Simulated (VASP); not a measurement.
Write the native input for VASP 6.6.1 that does the following.

```
Task                   : single point
Functional             : PBE
Potentials or basis    : VASP PAW PBE potentials, release 64 (Cr_pv)
Cutoff                 : 520 eV
k mesh                 : 15 × 15 × 15
Occupations            : fermi-dirac, width 0.3 eV
Spin                   : no spin polarisation
Dipole correction      : no
Further INCAR settings : ALGO = Normal; EDIFF = 1e-06; NBANDS = 12
```

The structure of Cr lies in POSCAR:

```
Cr
1.0
   -1.4243177237      1.4243177237      1.4243177237
    1.4243177237     -1.4243177237      1.4243177237
    1.4243177237      1.4243177237     -1.4243177237
Cr
1
Direct
    0.0000000000      0.0000000000      0.0000000000
```

These files were run (other wordings do the same):

INCAR

```
ALGO     = Normal         # electronic algorithm
EDIFF    = 1E-6           # SCF threshold, eV
ENCUT    = 520            # plane-wave cutoff, eV
GGA      = PE             # functional
ISIF     = 2              # what is computed and relaxed
ISMEAR   = -1             # smearing method
LASPH    = True           # aspherical terms in the spheres
LCHARG   = True           # write CHGCAR
LELF     = True           # ELF
LREAL    = False          # projectors in reciprocal space
LVHAR    = True         
LWAVE    = False          # write WAVECAR
NBANDS   = 12             # bands
NELM     = 100            # most SCF steps
PREC     = Accurate       # precision mode
SIGMA    = 0.3            # smearing width, eV
```

KPOINTS

```
k-points
0
Gamma
  15 15 15
```

Potentials or basis: VASP PAW PBE potentials, release 64 (Cr_pv).

Run with:

```console
$ cat potpaw_PBE.64/Cr_pv/POTCAR > POTCAR
$ mpirun -np 1 vasp_std > vasp.out
```

Results of the run:

```json
{
  "Pressure": "1.9 GPa",
  "Band gap on the k mesh": "zero (band 6 reaches 13.34 eV, above the bottom of band 7 at 10.10 eV)"
}
```

Caveat: the run has no spin polarisation, though such a crystal can be magnetic.

Wall time 8.6 s on 1 thread of Intel Xeon 6975P-C (shared host), peak memory 0.13 GiB.
